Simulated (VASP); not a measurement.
Write the native input for VASP 6.6.1 that does the following.

```
Task                   : single point
Functional             : PBE
Potentials or basis    : VASP PAW PBE potentials, release 64 (Te, Cd)
Cutoff                 : 500 eV
k mesh                 : 4 × 4 × 4
Occupations            : gaussian, width 0.01 eV
Spin                   : no spin polarisation
Dipole correction      : no
Further INCAR settings : ALGO = Normal; EDIFF = 1e-06; NBANDS = 16
```

The structure of CdTe lies in POSCAR:

```
CdTe
1.0
    0.0000000000      3.2050000000      3.2050000000
    3.2050000000      0.0000000000      3.2050000000
    3.2050000000      3.2050000000      0.0000000000
Te Cd
1 1
Direct
    0.7500000000      0.7500000000      0.7500000000
    0.0000000000      0.0000000000      0.0000000000
```

The input as run:

INCAR

```
PREC = Accurate
ENCUT = 500
EDIFF = 1E-6
ISMEAR = 0
SIGMA = 0.01
LREAL = False
LASPH = True
NELM = 120
ALGO = Normal
ISIF = 2
LWAVE = False
LCHARG = True
GGA = PE
LELF = True
LVHAR = True
NBANDS = 16
GGA_COMPAT = False
```

KPOINTS

```
Automatic mesh
0
Gamma
  4 4 4
```

Potentials or basis: VASP PAW PBE potentials, release 64 (Te, Cd).

Run with:

```console
$ cat potpaw_PBE.64/Te/POTCAR potpaw_PBE.64/Cd/POTCAR > POTCAR
$ mpirun -np 1 vasp_std > vasp.out
```

It gave:

| Quantity | Value |
| --- | --- |
| Pressure | 4.6 GPa |
| Band gap on the k mesh | 0.86 eV, direct |

Caveat: the k points lie up to 0.42 Å⁻¹ apart; spin-orbit coupling is left out, which moves the levels of the heavy elements.

Wall time 15 s on 1 thread of Intel Xeon 6975P-C, on a shared host, peak memory 0.2 GiB.
